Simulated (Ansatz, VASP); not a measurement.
## One calculation of AlNi, two programs

File POSCAR:

```
AlNi
1.0
    1.9386940000     -1.9531901500      0.0000000000
    1.9386940000      1.9531901500      0.0000000000
    0.0000000000      0.0000000000      3.0994300413
Al Ni
1 1
Direct
    0.0000000000      0.0000000000      0.0000000000
    0.5000000000      0.5000000000      0.5000000000
```

File INCAR.step1:

```
SYSTEM = AlNi
PREC = Accurate
ENCUT = 520
ISMEAR = 0
SIGMA = 0.1
LREAL = .FALSE.
LASPH = .TRUE.
NELM = 60
NBANDS = 14
GGA = PE
ALGO = Normal
EDIFF = 1E-4
LWAVE = .TRUE.
LCHARG = .FALSE.
```

INCAR.step2

```
SYSTEM = AlNi
PREC = Accurate
ENCUT = 520
EDIFF = 1E-6
ISMEAR = 0
SIGMA = 0.1
LREAL = .FALSE.
LASPH = .TRUE.
NELM = 60
ALGO = Normal
ISIF = 2
LWAVE = .FALSE.
LCHARG = .FALSE.
METAGGA = R2SCAN
LMIXTAU = .TRUE.
NBANDS = 14
ISTART = 1
```

The input KPOINTS:

```
regular mesh
0
G
  20 20 18
  0 0 0
```

Input for Ansatz:

```yaml
crystal:
  lattice:
    - [1.938694, -1.95319015, 0.0]
    - [1.938694, 1.95319015, 0.0]
    - [0.0, 0.0, 3.0994300413]
  atoms:
    - { symbol: Al, position: [0.0, 0.0, 0.0] }
    - { symbol: Ni, position: [0.5, 0.5, 0.5] }
basis:
  ecutwfc: 500
kpoints:
  mp_grid: { grid: [20, 20, 18] }
hamiltonian:
  xc: r2scan
scf:
  occupations: { method: gaussian, width: 0.1 }
output:
  forces: true
  stress: true
  eigenvalues: true
  write_density: true
  write_potential: true
  elf: true
  volumetric_format: npy
```

Alike in both runs: task single point; functional r2SCAN; k mesh 20 × 20 × 18; occupations gaussian, width 0.1 eV; no spin polarisation.

|  | VASP | Ansatz |
| --- | --- | --- |
| version | VASP 6.6.1 | Ansatz 0.2.0 |
| potentials or method | VASP PAW PBE potentials, release 64 (Al, Ni), cutoff 520 eV | scalar-relativistic, plane waves, PAW |
| valence electrons in the cell | 13 | 21 |

|  | VASP | Ansatz | Ansatz less VASP |
| --- | --- | --- | --- |
| gap on the k mesh at the Fermi level (eV) | none | none | - |
| pressure (GPa) | 0.4 | 0.6 | +0.21 |
| traceless stress, the component that is largest in VASP (GPa) | -4.98 | -4.83 | +0.149 |

VASP's potentials were made for PBE, not for r2SCAN. A gap of «none» marks a metal or a gap that the smearing closes. VASP's potentials hold 13 valence electrons a cell and Ansatz's 21, so a difference there can come from the potentials and not from the codes.
